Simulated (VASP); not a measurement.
# Sn3GeTe4 (R3m) in VASP: a series of runs

Sn3GeTe4 is run at these levels: PBE; tasks: single point.

Everything below comes from runs of VASP 6.6.1. Logs are shortened: lines on timing, memory, paths and dates and some standing lists are left out, and cuts for length are marked.

### 1 The cell of the first run

The structure is trigonal, space group R3m (No. 160). Conventional cell: a = 9.030 Å, b = 9.030 Å, c = 11.679 Å, α = 90.00°, β = 90.00°, γ = 120.00°. Sn (site symmetry m) has 6 Te at 3.07 to 3.45 Å within 4.0 Å. Within 3.8 Å of Ge (site symmetry 3m) lie 6 Te at 2.86 to 3.69 Å. Te (site symmetry m) has 2 Ge at 2.86 to 3.69 Å and 4 Sn at 3.12 to 3.41 Å within 3.8 Å. Within 4.0 Å of Te (site symmetry 3m) lie 6 Sn at 3.07 to 3.45 Å.

### 2 Single point, PBE (34.37 Å³/atom)

Contents of INCAR:

```
SYSTEM = Sn3GeTe4
PREC = Accurate
ENCUT = 520
EDIFF = 1E-7
ISMEAR = 0
SIGMA = 0.01
LREAL = .False.
LASPH = .True.
NELM = 80
ALGO = Normal
ISIF = 2
LWAVE = .False.
LCHARG = .False.
GGA = PE
NBANDS = 50
```

Contents of KPOINTS:

```
Automatic mesh
0
Gamma
  6 6 6
  0 0 0
```

Contents of POSCAR:

```
Sn3GeTe4
1.0
    4.5151160029      2.6068034224      3.8931464447
   -4.5151160029      2.6068034224      3.8931464447
    0.0000000000     -5.2136068967      3.8931464099
Sn Ge Te
3 1 4
Direct
    0.4969212023      0.0004203105      0.0004203105
    0.0004203105      0.4969212023      0.0004203105
    0.0004203105      0.0004203105      0.4969212023
    0.4798137213      0.4798137213      0.4798137213
    0.0410461638      0.5204006864      0.5204006864
    0.5204006864      0.0410461638      0.5204006864
    0.5204006864      0.5204006864      0.0410461638
    0.0245769189      0.0245769189      0.0245769189
```

Potentials or basis: VASP PAW PBE potentials, release 64 (Sn_d, Ge_d, Te).

Run with:

```
$ cat potpaw_PBE.64/Sn_d/POTCAR potpaw_PBE.64/Ge_d/POTCAR potpaw_PBE.64/Te/POTCAR > POTCAR
$ mpirun -np 1 vasp_std > vasp.out
```

OUTCAR:

```text
SYSTEM = Sn3GeTe4
   PREC = Accurate
   ENCUT = 520
   EDIFF = 1E-7
   ISMEAR = 0
   LREAL = .False.
   LASPH = .True.
   NELM = 80
   ISIF = 2
   GGA = PE

 ion  position               nearest neighbor table
   1  0.497  0.000  0.000-   8 3.07   6 3.12   7 3.12   6 3.41   7 3.41   8 3.45
   2  0.000  0.497  0.000-   8 3.07   5 3.12   7 3.12   5 3.41   7 3.41   8 3.45
   3  0.000  0.000  0.497-   8 3.07   6 3.12   5 3.12   5 3.41   6 3.41   8 3.45
   4  0.480  0.480  0.480-   7 2.86   6 2.86   5 2.86
   5  0.041  0.520  0.520-   4 2.86   2 3.12   3 3.12   2 3.41   3 3.41
   6  0.520  0.041  0.520-   4 2.86   1 3.12   3 3.12   1 3.41   3 3.41
   7  0.520  0.520  0.041-   4 2.86   2 3.12   1 3.12   1 3.41   2 3.41
   8  0.025  0.025  0.025-   3 3.07   2 3.07   1 3.07   3 3.45   2 3.45   1 3.45

  LATTYP: Found a trigonal (rhomboedric) cell.
 ALAT       =     6.5067876746
 COS(alpha) =     0.0369816768

  Lattice vectors:

 A1 = (   4.5151160029,   2.6068034224,   3.8931464447)
 A2 = (  -4.5151160029,   2.6068034224,   3.8931464447)
 A3 = (   0.0000000000,  -5.2136068967,   3.8931464099)

Analysis of symmetry for initial positions (statically):
=====================================================================
 Subroutine PRICEL returns:
 Original cell was already a primitive cell.

 Routine SETGRP: Setting up the symmetry group for a
 trigonal (rhombohedral) supercell.

 Subroutine GETGRP returns: Found  6 space group operations
 (whereof  6 operations were pure point group operations)
 out of a pool of 12 trial point group operations.

The static configuration has the point symmetry C_3v.

Analysis of symmetry for dynamics (positions and initial velocities):
=====================================================================
 Subroutine PRICEL returns:
 Original cell was already a primitive cell.

 Routine SETGRP: Setting up the symmetry group for a
 trigonal (rhombohedral) supercell.

 Subroutine GETGRP returns: Found  6 space group operations
 (whereof  6 operations were pure point group operations)
 out of a pool of 12 trial point group operations.

The dynamic configuration has the point symmetry C_3v.

 Subroutine INISYM returns: Found  6 space group operations
 (whereof  6 operations are pure point group operations),
 and found     1 'primitive' translations

----------------------------------------------------------------------------------------

                                     Primitive cell

  volume of cell :     274.9345

  direct lattice vectors                    reciprocal lattice vectors
     4.515116003  2.606803422  3.893146445     0.110739126  0.063935264  0.085620549
    -4.515116003  2.606803422  3.893146445    -0.110739126  0.063935264  0.085620549
     0.000000000 -5.213606897  3.893146410     0.000000000 -0.127870529  0.085620548

  length of vectors
     6.506787675  6.506787675  6.506787675     0.153888760  0.153888760  0.153888760

  position of ions in fractional coordinates (direct lattice)
     0.496921202  0.000420310  0.000420310
     0.000420310  0.496921202  0.000420310
     0.000420310  0.000420310  0.496921202
     0.479813721  0.479813721  0.479813721
     0.041046164  0.520400686  0.520400686
     0.520400686  0.041046164  0.520400686
     0.520400686  0.520400686  0.041046164
     0.024576919  0.024576919  0.024576919

  ion indices of the primitive-cell ions
   primitive index   ion index
                 1           1
                 2           2
                 3           3
                 4           4
                 5           5
                 6           6
                 7           7
                 8           8

----------------------------------------------------------------------------------------

 KPOINTS: Automatic mesh

Automatic generation of k-mesh.
 Grid dimensions read from file:
 generate k-points for:    6    6    6

 Generating k-lattice:

  Cartesian coordinates                     Fractional coordinates (reciprocal lattice)
     0.018456521  0.010655877  0.014270091     0.166666667  0.000000000  0.000000000
    -0.018456521  0.010655877  0.014270091     0.000000000  0.166666667  0.000000000
     0.000000000 -0.021311755  0.014270091     0.000000000  0.000000000  0.166666667

  Length of vectors
     0.025648127  0.025648127  0.025648127

  Shift w.r.t. Gamma in fractional coordinates (k-lattice)
     0.000000000  0.000000000  0.000000000

 Subroutine IBZKPT returns following result:
 ===========================================

 Found     32 irreducible k-points:

 Following reciprocal coordinates:
            Coordinates               Weight
  0.000000  0.000000  0.000000      1.000000
  0.166667 -0.000000  0.000000      6.000000
  0.333333 -0.000000  0.000000      6.000000
  0.500000  0.000000  0.000000      3.000000
  0.166667  0.166667  0.000000      6.000000
  0.333333  0.166667  0.000000     12.000000
[... 16 lines left out ...]
  0.500000  0.500000  0.166667      6.000000
 -0.333333  0.500000  0.166667     12.000000
 [... further k-points ...]
   k-points           NKPTS =     32   k-points in BZ     NKDIM =     32   number of bands    NBANDS=     50
   number of dos      NEDOS =    301   number of ions     NIONS =      8
   total plane-waves  NPLWV = 110592
   dimension x,y,z NGX =    48 NGY =   48 NGZ =   48
   dimension x,y,z NGXF=    96 NGYF=   96 NGZF=   96
   ions per type =               3   1   4
   NGX,Y,Z   is equivalent  to a cutoff of  12.26, 12.26, 12.26 a.u.
   NGXF,Y,Z  is equivalent  to a cutoff of  24.53, 24.53, 24.53 a.u.
 SYSTEM =  Sn3GeTe4
   PREC   = accura    normal or accurate (medium, high low for compatibility)
   ISTART =      0    job   : 0-new  1-cont  2-samecut
   ICHARG =      2    charge: 1-file 2-atom 10-const
   ISPIN  =      1    spin polarized calculation?
   LNONCOLLINEAR =      F non collinear calculations
   LSORBIT =      F    spin-orbit coupling
   LASPH  =      T    aspherical Exc in radial PAW
   ENCUT  =  520.0 eV  38.22 Ry    6.18 a.u.  12.10 12.10 12.10*2*pi/ulx,y,z
   NELM   =     80;   NELMIN=  2; NELMDL= -5     # of ELM steps
   EDIFF  = 0.1E-06   stopping-criterion for ELM
   LREAL  =      F    real-space projection
   EDIFFG = 0.1E-05   stopping-criterion for IOM
   NSW    =      0    number of steps for IOM
   IBRION =     -1    ionic relax: 0-MD 1-quasi-New 2-CG
   NFREE  =      0    steps in history (QN), initial steepest desc. (CG)
   ISIF   =      2    stress and relaxation
   ISYM   =      2    0-nonsym 1-usesym 2-fastsym
   POTIM  = 0.5000    time-step for ionic-motion
   TEBEG  =    0.0;   TEEND  =   0.0 temperature during run
   PSTRESS=    0.0 pullay stress
   NELECT =      80.0000    total number of electrons
   NUPDOWN=      -1.0000    fix difference up-down
   EMIN   =  10.00;   EMAX   =-10.00  energy-range for DOS
   EFERMI =   0.00;   METHOD = LEGACY
   ISMEAR =     0;   SIGMA  =   0.01  broadening in eV -4-tet -1-fermi 0-gaus
   EFERMI_NEDOS =   21; number of points for ismear=-14 and -15
   IALGO  =     38    algorithm
   IMIX   =      4    mixing-type and parameters
     AMIX     =   0.40;   BMIX     =  1.00
     AMIX_MAG =   1.60;   BMIX_MAG =  1.00
  volume/ion in A,a.u.               =      34.37       231.92
  Fermi-wavevector in a.u.,A,eV,Ry     =   1.084830  2.050032 16.012105  1.176857
  Thomas-Fermi vector in A             =   2.220930
   LORBIT       =      0    0 simple, 1 ext, 2 COOP (PROOUT), +10 PAW based schemes
   GGA     = PE    functional components
   LHFCALC =     F    Hartree Fock is set to
   AEXX    =    0.0000 exact exchange contribution
   IVDW    =     0    specifies the selected vdW correction
   LEPSILON=     F    determine dielectric tensor
   LRPA    =     F    only Hartree local field effects (RPA)
 non-spin polarized calculation
 Gauss-broadening in eV      SIGMA  =   0.01
  energy-cutoff  :      520.00
  volume of cell :      274.93
 maximum number of plane-waves:      7448
   NGX = 25   NGY = 25   NGZ = 25

 number of electron      80.0000003 magnetization

 Free energy of the ion-electron system (eV)
  ---------------------------------------------------
  ext. energy  EPLUGINS =         0.00000000
  ---------------------------------------------------
  free energy    TOTEN  =       -30.37553098 eV

  energy without entropy =      -30.37553098  energy(sigma->0) =      -30.37553098

 E-fermi :   5.0876     XC(G=0):  -8.9494

 val. band max:        5.0417715523   @ k =   0.5000   0.5000   0.5000
 cond. band min:       5.4319450989   @ k =   0.5000   0.5000   0.5000
 fundamental gap:      0.3901735466
 Fermi energy:         5.0875607778

 k-point     1 :       0.0000    0.0000    0.0000
  band No.  band energies     occupation
      1     -19.6779      2.00000
      2     -19.6779      2.00000
      3     -19.6659      2.00000
      4     -19.6659      2.00000
      5     -19.6599      2.00000
      6     -16.4751      2.00000
[... 42 lines left out ...]
     49       9.8321      0.00000
     50      10.1271      0.00000

 k-point     2 :       0.1667   -0.0000    0.0000
  band No.  band energies     occupation
      1     -19.6779      2.00000
      2     -19.6779      2.00000
      3     -19.6659      2.00000
      4     -19.6659      2.00000
      5     -19.6599      2.00000
      6     -16.4744      2.00000
[... 42 lines left out ...]
     49       9.6064      0.00000
     50      10.0036      0.00000

 k-point     3 :       0.3333   -0.0000    0.0000
  band No.  band energies     occupation
      1     -19.6779      2.00000
      2     -19.6779      2.00000
      3     -19.6659      2.00000
      4     -19.6659      2.00000
      5     -19.6599      2.00000
      6     -16.4727      2.00000
[... 1102 lines left out ...]
     49       8.1988      0.00000
     50       8.5201      0.00000

 k-point    24 :      -0.3333    0.5000    0.1667
  band No.  band energies     occupation
      1     -19.6779      2.00000
      2     -19.6779      2.00000
      3     -19.6659      2.00000
      4     -19.6659      2.00000
      5     -19.6599      2.00000
      6     -16.4701      2.00000
[... 42 lines left out ...]
     49       8.0476      0.00000
     50       8.2569      0.00000

 [... further k-points ...]

------------------------ aborting loop because EDIFF is reached ----------------------------------------

  FORCE on cell =-STRESS in cart. coord.  units (eV):
  Direction    XX          YY          ZZ          XY          YZ          ZX
  --------------------------------------------------------------------------------------
  -------------------------------------------------------------------------------------
  Total       -2.3799042     -2.3799042     -2.3291955      0.0000000     -0.0000000     -0.0000000
  in kB      -13.8688631    -13.8688631    -13.5733592      0.0000000     -0.0000000     -0.0000000
  external PRESSURE =     -13.7703618 kB  Pullay stress =       0.0000000 kB

 VOLUME and BASIS-vectors are now :
 -----------------------------------------------------------------------------
  energy-cutoff  :      520.00
  volume of cell :      274.93
      direct lattice vectors                 reciprocal lattice vectors
     4.515116003  2.606803422  3.893146445     0.110739126  0.063935264  0.085620549
    -4.515116003  2.606803422  3.893146445    -0.110739126  0.063935264  0.085620549
     0.000000000 -5.213606897  3.893146410     0.000000000 -0.127870529  0.085620548

 POSITION                                       TOTAL-FORCE (eV/Angst)
 -----------------------------------------------------------------------------------
      2.24176      1.29428      1.93786         0.004527      0.002614      0.013279
     -2.24176      1.29428      1.93786        -0.004527      0.002614      0.013279
      0.00000     -2.58856      1.93786        -0.000000     -0.005227      0.013279
      0.00000     -0.00000      5.60396        -0.000000     -0.000000      0.017915
     -2.16434     -1.24958      4.21179        -0.005650     -0.003262     -0.013608
      2.16434     -1.24958      4.21179         0.005650     -0.003262     -0.013608
      0.00000      2.49917      4.21179        -0.000000      0.006524     -0.013608
      0.00000     -0.00000      0.28704        -0.000000      0.000000     -0.016926
 -----------------------------------------------------------------------------------
    total drift:                                0.000000     -0.000002      0.000596

  FREE ENERGIE OF THE ION-ELECTRON SYSTEM (eV)
  ---------------------------------------------------
  free  energy   TOTEN  =       -30.3755309798 eV

  energy  without entropy=      -30.3755309798  energy(sigma->0) =      -30.37553098
```

Wall time 6 min (1 thread of Intel Xeon Platinum 8259CL at 2.50GHz (Skylake/Cascade Lake), shared host); peak memory 0.57 GiB.

Results:

```
Free energy            : -30.3755 eV
Pressure               : -1.4 GPa
Largest force          : 0.018 eV/Å
Band gap on the k mesh : 0.39 eV
```

Forces in eV/Å, atoms in the order of the input:
```
Sn   0.005  0.003  0.013
Sn  -0.005  0.003  0.013
Sn   0.000 -0.005  0.013
Ge   0.000  0.000  0.018
Te  -0.006 -0.003 -0.014
Te   0.006 -0.003 -0.014
Te   0.000  0.007 -0.014
Te   0.000  0.000 -0.017
```

Caveat: spin-orbit coupling is left out, which moves the levels of the heavy elements. A k mesh can miss the band edges.

### 3 Single point, PBE

This run uses another cell than the first one, of 32.42 Å³/atom.

Contents of INCAR:

```
SYSTEM = Sn3GeTe4
PREC = Accurate
ENCUT = 520
EDIFF = 1E-6
ISMEAR = 0
SIGMA = 0.02
LREAL = .False.
LASPH = .True.
NELM = 60
ALGO = Normal
ISIF = 2
LWAVE = .False.
LCHARG = .False.
GGA = PE
NBANDS = 50
```

Contents of KPOINTS:

```
regular mesh
0
Gamma
  6 6 6
  0 0 0
```

Contents of POSCAR:

```
Sn3GeTe4
1.0
    4.4691807960      2.5802827190      3.7486669115
   -4.4691807960      2.5802827190      3.7486669115
    0.0000000000     -5.1605654879      3.7486668771
Sn Ge Te
3 1 4
Direct
    0.5041760000      0.0047320000      0.0047320000
    0.0047320000      0.5041760000      0.0047320000
    0.0047320000      0.0047320000      0.5041760000
    0.4820330000      0.4820330000      0.4820330000
    0.0348730000      0.5170250000      0.5170250000
    0.5170250000      0.0348730000      0.5170250000
    0.5170250000      0.5170250000      0.0348730000
    0.0194040000      0.0194040000      0.0194040000
```

Potentials or basis: VASP PAW PBE potentials, release 64 (Sn_d, Ge_d, Te).

Run with:

```
$ cat potpaw_PBE.64/Sn_d/POTCAR potpaw_PBE.64/Ge_d/POTCAR potpaw_PBE.64/Te/POTCAR > POTCAR
$ mpirun -np 1 vasp_std > vasp.out
```

OUTCAR:

```text
SYSTEM = Sn3GeTe4
   PREC = Accurate
   ENCUT = 520
   EDIFF = 1E-6
   ISMEAR = 0
   LREAL = .False.
   LASPH = .True.
   NELM = 60
   ISIF = 2
   GGA = PE

 ion  position               nearest neighbor table
   1  0.504  0.005  0.005-   8 3.09   6 3.11   7 3.11   6 3.28   7 3.28   8 3.29
   2  0.005  0.504  0.005-   8 3.09   5 3.11   7 3.11   5 3.28   7 3.28   8 3.29
   3  0.005  0.005  0.504-   8 3.09   6 3.11   5 3.11   5 3.28   6 3.28   8 3.29
   4  0.482  0.482  0.482-   7 2.86   6 2.86   5 2.86
   5  0.035  0.517  0.517-   4 2.86   2 3.11   3 3.11   2 3.28   3 3.28
   6  0.517  0.035  0.517-   4 2.86   1 3.11   3 3.11   1 3.28   3 3.28
   7  0.517  0.517  0.035-   4 2.86   2 3.11   1 3.11   1 3.28   2 3.28
   8  0.019  0.019  0.019-   3 3.09   2 3.09   1 3.09   3 3.29   2 3.29   1 3.29
[... 1486 lines left out ...]
  external PRESSURE =      -0.0065935 kB  Pullay stress =       0.0000000 kB

 VOLUME and BASIS-vectors are now :
 -----------------------------------------------------------------------------
  energy-cutoff  :      520.00
  volume of cell :      259.37
      direct lattice vectors                 reciprocal lattice vectors
     4.469180796  2.580282719  3.748666911     0.111877327  0.064592404  0.088920500
    -4.469180796  2.580282719  3.748666911    -0.111877327  0.064592404  0.088920500
     0.000000000 -5.160565488  3.748666877     0.000000000 -0.129184810  0.088920499

 POSITION                                       TOTAL-FORCE (eV/Angst)
 -----------------------------------------------------------------------------------
      2.23211      1.28871      1.92547         0.000667      0.000385      0.006988
     -2.23211      1.28871      1.92547        -0.000667      0.000385      0.006988
      0.00000     -2.57741      1.92547         0.000000     -0.000770      0.006988
      0.00000     -0.00000      5.42094         0.000000     -0.000000      0.019296
     -2.15482     -1.24409      4.00704        -0.003434     -0.001983     -0.010453
      2.15482     -1.24409      4.00704         0.003434     -0.001983     -0.010453
      0.00000      2.48818      4.00704         0.000000      0.003965     -0.010453
      0.00000     -0.00000      0.21822         0.000000      0.000000     -0.008901
 -----------------------------------------------------------------------------------
    total drift:                               -0.000000     -0.000013     -0.001896

  FREE ENERGIE OF THE ION-ELECTRON SYSTEM (eV)
  ---------------------------------------------------
  free  energy   TOTEN  =       -30.4508367694 eV

  energy  without entropy=      -30.4508367694  energy(sigma->0) =      -30.45083677
```

OSZICAR:

```text
N       E                     dE             d eps       ncg     rms          rms(c)
DAV:   1     0.784003529107E+03    0.78400E+03   -0.35840E+04  3768   0.219E+03
DAV:   2     0.114785113361E+03   -0.66922E+03   -0.64533E+03  3208   0.648E+02
DAV:   3    -0.203024694136E+02   -0.13509E+03   -0.12924E+03  3686   0.203E+02
DAV:   4    -0.302822642978E+02   -0.99798E+01   -0.98371E+01  3768   0.588E+01
DAV:   5    -0.306374008550E+02   -0.35514E+00   -0.35358E+00  4300   0.115E+01    0.838E+00
DAV:   6    -0.304436513083E+02    0.19375E+00   -0.45763E-01  4332   0.337E+00    0.551E+00
DAV:   7    -0.304542057807E+02   -0.10554E-01   -0.24452E-01  4142   0.176E+00    0.919E-01
DAV:   8    -0.304496881798E+02    0.45176E-02   -0.34792E-02  3694   0.101E+00    0.604E-01
DAV:   9    -0.304508595269E+02   -0.11713E-02   -0.31239E-03  3932   0.290E-01    0.956E-02
DAV:  10    -0.304507933755E+02    0.66151E-04   -0.47235E-04  4076   0.132E-01    0.523E-02
DAV:  11    -0.304508330861E+02   -0.39711E-04   -0.10795E-04  3612   0.471E-02    0.137E-02
DAV:  12    -0.304508374791E+02   -0.43931E-05   -0.15587E-05  3582   0.225E-02    0.921E-03
DAV:  13    -0.304508367694E+02    0.70971E-06   -0.29330E-06  3070   0.968E-03
   1 F= -.30450837E+02 E0= -.30450837E+02  d E =-.260665E-15
```

Run time: 3.4 min. Hardware: 1 thread of Intel Xeon 6975P-C (Granite Rapids), shared host; peak memory 0.56 GiB.

What came out:

- Free energy: -30.4508 eV
- Pressure: 0.0 GPa
- Largest force: 0.019 eV/Å
- Band gap on the k mesh: 0.22 eV

Forces in eV/Å, atoms in the order of the input:
```
Sn   0.001  0.000  0.007
Sn  -0.001  0.000  0.007
Sn   0.000 -0.001  0.007
Ge   0.000  0.000  0.019
Te  -0.003 -0.002 -0.010
Te   0.003 -0.002 -0.010
Te   0.000  0.004 -0.010
Te   0.000  0.000 -0.009
```

Caveat: spin-orbit coupling is left out, which moves the levels of the heavy elements.

(Continued in part 2 of 2.)
